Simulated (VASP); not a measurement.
# Cu3O2 (I4/mmm) in VASP: notebook

The runs below take Cu3O2 through single point, with LDA.

Program: VASP 6.6.1. These are calculated values, not measurements. Logs are shortened: lines on timing, memory, paths and dates and some standing lists are left out, and cuts for length are marked.

## (1) The cell of the first run

Symmetry: I4/mmm, No. 139, tetragonal system. The conventional cell has a = 3.793 Å, b = 3.793 Å, c = 6.794 Å, α = 90.00°, β = 90.00°, γ = 90.00°. Cu (site symmetry -4m2) has 2 O at 1.70 Å within 2.3 Å. Within 2.6 Å of Cu (site symmetry 4/mmm) lie 4 O at 1.90 Å and 8 Cu at 2.55 Å. Within 2.3 Å of O (site symmetry mmm) lie 4 Cu at 1.70 to 1.90 Å.

## (2) Single point, LDA

Contents of INCAR:

```
ALGO = Normal ; EDIFF = 1E-7
ENCUT = 520 ; ISIF = 2
ISMEAR = 0 ; LASPH = T
LCHARG = F ; LREAL = F
LWAVE = F ; NBANDS = 30
NELM = 60 ; PREC = Accurate
SIGMA = 0.15
```

Contents of KPOINTS:

```
k-points
0
Gamma
  14 14 14
```

Contents of POSCAR:

```
Cu3O2
1.0
   -1.8963500000      1.8963500000      3.3971000000
    1.8963500000     -1.8963500000      3.3971000000
    1.8963500000      1.8963500000     -3.3971000000
Cu O
3 2
Direct
    0.2500000000      0.7500000000      0.5000000000
    0.7500000000      0.2500000000      0.5000000000
    0.0000000000      0.0000000000      0.0000000000
    0.0000000000      0.5000000000      0.5000000000
    0.5000000000      0.0000000000      0.5000000000
```

Potentials or basis: VASP PAW LDA potentials, release 64 (Cu, O).

Run with:

```
> cat potpaw_LDA.64/Cu/POTCAR potpaw_LDA.64/O/POTCAR > POTCAR
> mpirun -np 1 vasp_std > vasp.out
```

OUTCAR:

```text
EDIFF = 1E-7
   ENCUT = 520
   ISIF = 2
   ISMEAR = 0
   LASPH = T
   LREAL = F
   NELM = 60
   PREC = Accurate

 ion  position               nearest neighbor table
   1  0.250  0.750  0.500-   4 1.70   5 1.70   3 2.55   3 2.55   3 2.55   3 2.55   2 2.68   2 2.68
                             2 2.68   2 2.68
   2  0.750  0.250  0.500-   4 1.70   5 1.70   3 2.55   3 2.55   3 2.55   3 2.55   1 2.68   1 2.68
                             1 2.68   1 2.68
   3  0.000  0.000  0.000-   4 1.90   5 1.90   4 1.90   5 1.90   2 2.55   1 2.55   1 2.55   2 2.55
                             2 2.55   1 2.55   1 2.55   2 2.55
   4  0.000  0.500  0.500-   1 1.70   2 1.70   3 1.90   3 1.90
   5  0.500  0.000  0.500-   1 1.70   2 1.70   3 1.90   3 1.90

  LATTYP: Found a body centered tetragonal cell.
 ALAT       =     3.7927000000
 C/A-ratio  =     1.7913887204

  Lattice vectors:

 A1 = (  -1.8963500000,   1.8963500000,   3.3971000000)
 A2 = (   1.8963500000,  -1.8963500000,   3.3971000000)
 A3 = (   1.8963500000,   1.8963500000,  -3.3971000000)

Analysis of symmetry for initial positions (statically):
=====================================================================
 Subroutine PRICEL returns:
 Original cell was already a primitive cell.

 Routine SETGRP: Setting up the symmetry group for a
 body centered tetragonal supercell.

 Subroutine GETGRP returns: Found 16 space group operations
 (whereof 16 operations were pure point group operations)
 out of a pool of 16 trial point group operations.

The static configuration has the point symmetry D_4h.

Analysis of symmetry for dynamics (positions and initial velocities):
=====================================================================
 Subroutine PRICEL returns:
 Original cell was already a primitive cell.

 Routine SETGRP: Setting up the symmetry group for a
 body centered tetragonal supercell.

 Subroutine GETGRP returns: Found 16 space group operations
 (whereof 16 operations were pure point group operations)
 out of a pool of 16 trial point group operations.

The dynamic configuration has the point symmetry D_4h.

 Subroutine INISYM returns: Found 16 space group operations
 (whereof 16 operations are pure point group operations),
 and found     1 'primitive' translations

----------------------------------------------------------------------------------------

                                     Primitive cell

  volume of cell :      48.8658

  direct lattice vectors                    reciprocal lattice vectors
    -1.896350000  1.896350000  3.397100000     0.000000000  0.263664408  0.147184363
     1.896350000 -1.896350000  3.397100000     0.263664408  0.000000000  0.147184363
     1.896350000  1.896350000 -3.397100000     0.263664408  0.263664408  0.000000000

  length of vectors
     4.328114492  4.328114492  4.328114492     0.301963834  0.301963834  0.372877782

  position of ions in fractional coordinates (direct lattice)
     0.250000000  0.750000000  0.500000000
     0.750000000  0.250000000  0.500000000
     0.000000000  0.000000000  0.000000000
     0.000000000  0.500000000  0.500000000
     0.500000000  0.000000000  0.500000000

  ion indices of the primitive-cell ions
   primitive index   ion index
                 1           1
                 2           2
                 3           3
                 4           4
                 5           5

----------------------------------------------------------------------------------------

 KPOINTS: k-points

Automatic generation of k-mesh.
 Grid dimensions read from file:
 generate k-points for:   14   14   14

 Generating k-lattice:

  Cartesian coordinates                     Fractional coordinates (reciprocal lattice)
     0.000000000  0.018833172  0.010513169     0.071428571  0.000000000 -0.000000000
     0.018833172  0.000000000  0.010513169     0.000000000  0.071428571 -0.000000000
     0.018833172  0.018833172  0.000000000     0.000000000  0.000000000  0.071428571

  Length of vectors
     0.021568845  0.021568845  0.026634127

  Shift w.r.t. Gamma in fractional coordinates (k-lattice)
     0.000000000  0.000000000  0.000000000

 Subroutine IBZKPT returns following result:
 ===========================================

 Found    244 irreducible k-points:

 Following reciprocal coordinates:
            Coordinates               Weight
  0.000000  0.000000  0.000000      1.000000
  0.071429  0.000000 -0.000000      8.000000
  0.142857  0.000000  0.000000      8.000000
  0.214286  0.000000 -0.000000      8.000000
  0.285714  0.000000  0.000000      8.000000
  0.357143  0.000000 -0.000000      8.000000
[... 16 lines left out ...]
  0.214286  0.142857 -0.000000     16.000000
  0.285714  0.142857  0.000000     16.000000
 [... further k-points ...]
   k-points           NKPTS =    244   k-points in BZ     NKDIM =    244   number of bands    NBANDS=     30
   number of dos      NEDOS =    301   number of ions     NIONS =      5
   total plane-waves  NPLWV =  32768
   dimension x,y,z NGX =    32 NGY =   32 NGZ =   32
   dimension x,y,z NGXF=    64 NGYF=   64 NGZF=   64
   ions per type =               3   2
   NGX,Y,Z   is equivalent  to a cutoff of  12.29, 12.29, 12.29 a.u.
   NGXF,Y,Z  is equivalent  to a cutoff of  24.58, 24.58, 24.58 a.u.
 SYSTEM =  unknown system
   PREC   = accura    normal or accurate (medium, high low for compatibility)
   ISTART =      0    job   : 0-new  1-cont  2-samecut
   ICHARG =      2    charge: 1-file 2-atom 10-const
   ISPIN  =      1    spin polarized calculation?
   LNONCOLLINEAR =      F non collinear calculations
   LSORBIT =      F    spin-orbit coupling
   LASPH  =      T    aspherical Exc in radial PAW
   ENCUT  =  520.0 eV  38.22 Ry    6.18 a.u.   8.05  8.05  8.05*2*pi/ulx,y,z
   NELM   =     60;   NELMIN=  2; NELMDL= -5     # of ELM steps
   EDIFF  = 0.1E-06   stopping-criterion for ELM
   LREAL  =      F    real-space projection
   EDIFFG = 0.1E-05   stopping-criterion for IOM
   NSW    =      0    number of steps for IOM
   IBRION =     -1    ionic relax: 0-MD 1-quasi-New 2-CG
   NFREE  =      0    steps in history (QN), initial steepest desc. (CG)
   ISIF   =      2    stress and relaxation
   ISYM   =      2    0-nonsym 1-usesym 2-fastsym
   POTIM  = 0.5000    time-step for ionic-motion
   TEBEG  =    0.0;   TEEND  =   0.0 temperature during run
   PSTRESS=    0.0 pullay stress
   NELECT =      45.0000    total number of electrons
   NUPDOWN=      -1.0000    fix difference up-down
   EMIN   =  10.00;   EMAX   =-10.00  energy-range for DOS
   EFERMI =   0.00;   METHOD = LEGACY
   ISMEAR =     0;   SIGMA  =   0.15  broadening in eV -4-tet -1-fermi 0-gaus
   EFERMI_NEDOS =   21; number of points for ismear=-14 and -15
   IALGO  =     38    algorithm
   IMIX   =      4    mixing-type and parameters
     AMIX     =   0.40;   BMIX     =  1.00
     AMIX_MAG =   1.60;   BMIX_MAG =  1.00
  volume/ion in A,a.u.               =       9.77        65.95
  Fermi-wavevector in a.u.,A,eV,Ry     =   1.592736  3.009835 34.515384  2.536809
  Thomas-Fermi vector in A             =   2.691075
   LORBIT       =      0    0 simple, 1 ext, 2 COOP (PROOUT), +10 PAW based schemes
   GGA     = CA    functional components
   LHFCALC =     F    Hartree Fock is set to
   AEXX    =    0.0000 exact exchange contribution
   IVDW    =     0    specifies the selected vdW correction
   LEPSILON=     F    determine dielectric tensor
   LRPA    =     F    only Hartree local field effects (RPA)
 non-spin polarized calculation
 Gauss-broadening in eV      SIGMA  =   0.15
  energy-cutoff  :      520.00
  volume of cell :       48.87
 maximum number of plane-waves:      1330
   NGX = 17   NGY = 17   NGZ = 17

 number of electron      45.0000020 magnetization

 Free energy of the ion-electron system (eV)
  ---------------------------------------------------
  ext. energy  EPLUGINS =         0.00000000
  ---------------------------------------------------
  free energy    TOTEN  =       -26.56397174 eV

  energy without entropy =      -26.54439172  energy(sigma->0) =      -26.55418173

 E-fermi :   6.8007     XC(G=0): -12.8125

 val. band max:        6.7924931183   @ k =  -0.3571   0.5000   0.2143
 cond. band min:       6.8066138962   @ k =   0.2143   0.1429   0.0714
 fundamental gap:      0.0141207779
 Fermi energy:         6.8006650599

 k-point     1 :       0.0000    0.0000    0.0000
  band No.  band energies     occupation
      1     -14.0499      2.00000
      2     -12.0908      2.00000
      3      -1.7648      2.00000
      4      -0.6395      2.00000
      5      -0.6395      2.00000
      6       0.4479      2.00000
[... 22 lines left out ...]
     29      18.3401      0.00000
     30      18.4141      0.00000

 k-point     2 :       0.0714    0.0000   -0.0000
  band No.  band energies     occupation
      1     -14.0222      2.00000
      2     -12.1099      2.00000
      3      -1.7495      2.00000
      4      -0.6822      2.00000
      5      -0.6151      2.00000
      6       0.3735      2.00000
[... 22 lines left out ...]
     29      17.9409      0.00000
     30      18.9700      0.00000

 k-point     3 :       0.1429    0.0000    0.0000
  band No.  band energies     occupation
      1     -13.9407      2.00000
      2     -12.1671      2.00000
      3      -1.7040      2.00000
      4      -0.8035      2.00000
      5      -0.5426      2.00000
      6       0.1996      2.00000
[... 22 lines left out ...]
     29      17.7874      0.00000
     30      19.5904      0.00000

 k-point     4 :       0.2143    0.0000   -0.0000
  band No.  band energies     occupation
      1     -13.8106      2.00000
      2     -12.2620      2.00000
      3      -1.6292      2.00000
      4      -0.9823      2.00000
      5      -0.4241      2.00000
      6      -0.0275      2.00000
[... 616 lines left out ...]
     29      17.9589      0.00000
     30      18.8887      0.00000

 k-point    23 :       0.2143    0.1429   -0.0000
  band No.  band energies     occupation
      1     -13.6286      2.00000
      2     -12.4113      2.00000
      3      -1.2233      2.00000
      4      -1.0474      2.00000
      5      -0.6609      2.00000
      6      -0.3896      2.00000
[... 22 lines left out ...]
     29      17.7413      0.00000
     30      19.1178      0.00000

 k-point    24 :       0.2857    0.1429    0.0000
  band No.  band energies     occupation
      1     -13.4454      2.00000
      2     -12.5468      2.00000
      3      -1.2539      2.00000
      4      -1.0644      2.00000
      5      -0.9140      2.00000
      6      -0.2882      2.00000
[... 22 lines left out ...]
     29      17.3597      0.00000
     30      19.2289      0.00000

 [... further k-points ...]
[... 5 lines left out ...]
  --------------------------------------------------------------------------------------
  -------------------------------------------------------------------------------------
  Total        5.6471248      5.6471248     18.4188383      0.0000000      0.0000000      0.0000000
  in kB      185.1538096    185.1538096    603.9034398      0.0000000      0.0000000      0.0000000
  external PRESSURE =     324.7370197 kB  Pullay stress =       0.0000000 kB

 VOLUME and BASIS-vectors are now :
 -----------------------------------------------------------------------------
  energy-cutoff  :      520.00
  volume of cell :       48.87
      direct lattice vectors                 reciprocal lattice vectors
    -1.896350000  1.896350000  3.397100000     0.000000000  0.263664408  0.147184363
     1.896350000 -1.896350000  3.397100000     0.263664408  0.000000000  0.147184363
     1.896350000  1.896350000 -3.397100000     0.263664408  0.263664408  0.000000000

 POSITION                                       TOTAL-FORCE (eV/Angst)
 -----------------------------------------------------------------------------------
      1.89635      0.00000      1.69855        -0.000000     -0.000000      0.000000
      0.00000      1.89635      1.69855         0.000000      0.000000     -0.000000
      0.00000      0.00000      0.00000        -0.000000     -0.000000      0.000000
      1.89635      0.00000      0.00000        -0.000000     -0.000000      0.000000
      0.00000      1.89635      0.00000        -0.000000     -0.000000      0.000000
 -----------------------------------------------------------------------------------
    total drift:                               -0.000000     -0.000000      0.000000

  FREE ENERGIE OF THE ION-ELECTRON SYSTEM (eV)
  ---------------------------------------------------
  free  energy   TOTEN  =       -26.5639717393 eV

  energy  without entropy=      -26.5443917199  energy(sigma->0) =      -26.55418173
```

Run time: 8.9 min. Hardware: 1 thread of Intel Xeon 8259CL, shared host; peak memory 0.37 GiB.

What came out:

| Property | Result |
| --- | --- |
| Free energy | -26.5640 eV |
| Pressure | 32.5 GPa |
| Band gap on the k mesh | zero (an odd number of electrons rules out a gap without spin polarisation) |

Caveat: the stress differs along the axes, from 19 to 60 GPa; an odd number of electrons without spin polarisation forces a metal; a magnetic or distorted state may lie lower. With open d or f shells a metallic result of LDA can be an artefact of self-interaction; +U or a hybrid may open a gap.

## (3) Single point, LDA

This run uses another cell than the first one, of 9.89 Å³/atom.

Contents of INCAR:

```
SYSTEM = Cu3O2
  PREC = Accurate
  ENCUT = 520
  EDIFF = 1E-6
  ISMEAR = 0
  SIGMA = 0.15
  LREAL = .False.
  LASPH = .True.
  NELM = 80
  ALGO = Normal
  ISIF = 2
  LWAVE = .False.
  LCHARG = .False.
  GGA = CA
  NBANDS = 30
```

Contents of KPOINTS:

```
regular mesh
0
Gamma
  14 14 14
  0 0 0
```

Edit POSCAR of step 2 so:

```diff
@@ -2,5 +2,5 @@
 1.0
-   -1.8963500000      1.8963500000      3.3971000000
-    1.8963500000     -1.8963500000      3.3971000000
-    1.8963500000      1.8963500000     -3.3971000000
+   -1.9354500000      1.9354500000      3.3014000000
+    1.9354500000     -1.9354500000      3.3014000000
+    1.9354500000      1.9354500000     -3.3014000000
 Cu O
```

Potentials or basis: VASP PAW LDA potentials, release 64 (Cu, O).

Run with:

```
> cat potpaw_LDA.64/Cu/POTCAR potpaw_LDA.64/O/POTCAR > POTCAR
> mpirun -np 1 vasp_std > vasp.out
```

It took 8.9 min on 1 thread of Intel Xeon 8259CL, shared host; peak memory 0.37 GiB.

Results (log left out):

```yaml
Free_energy: -26.1199 eV
Pressure: 39.0 GPa
Band_gap_on_the_k_mesh: zero (an odd number of electrons rules out a gap without spin polarisation)
```

Stress tensor (GPa, compression positive):
```
14.29  0.00  0.00
 0.00 14.29  0.00
 0.00  0.00 88.41
```

Levels at points of the mesh, in eV from the Fermi level:
```
           k point  band 19  band 20  band 21  band 22  band 23  band 24  band 25  band 26  band 27  band 28
(0.00, 0.00, 0.00)    -2.16    -2.16    -0.91    -0.91     0.50     1.47     5.16     5.16     7.62     7.65
(0.50, 0.00, 0.00)    -1.97    -1.66    -1.24    -0.87    -0.18     3.53     4.03     8.35     9.13     9.26
(0.50, 0.50, 0.00)    -1.99    -0.81    -0.56    -0.31    -0.22     1.29     3.87     4.85     9.52     9.93
(0.50, 0.50, 0.50)    -2.34    -2.16    -1.44    -0.32    -0.32     3.80     6.04     6.66     6.66     6.97
```

Caveat: the stress differs along the axes, from 14 to 88 GPa; an odd number of electrons without spin polarisation forces a metal; a magnetic or distorted state may lie lower.
